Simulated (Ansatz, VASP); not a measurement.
## One calculation of Nb2FeS2, two programs

```
Nb S Fe
1.0
     3.29050    0.00000    0.00000
    -1.64525    2.84966    0.00000
     0.00000    0.00000    8.60322
Nb S Fe
2 2 1
Direct
  0.33330 0.66670 0.14100
  0.66670 0.33330 0.85900
  0.33330 0.66670 0.66700
  0.66670 0.33330 0.33300
  0.00000 0.00000 0.00000
```

Alike in both runs: task single point; functional PBE; k mesh 12 × 12 × 4; occupations fermi-dirac, width 0.0156 eV; no spin polarisation.

|  | VASP | Ansatz |
| --- | --- | --- |
| version | VASP 6.6.1 | Ansatz 0.2.0 |
| potentials or method | VASP PAW PBE potentials, release 64 (Nb_sv, S, Fe), cutoff 520 eV | PAW plane waves |
| valence electrons in the cell | 46 | 54 |

VASP gave:

```
rms of the force components (eV/Å) : 1.921
```

Question: What did Ansatz give for the same quantities?

Answer: rms of the force components (eV/Å): 1.887.

Atom by atom the forces differ by 0.037 eV/Å (rms over components). VASP's potentials hold 46 valence electrons a cell and Ansatz's 54, so a difference there can come from the potentials and not from the codes. Ansatz's warnings: structure snapped to symmetry.
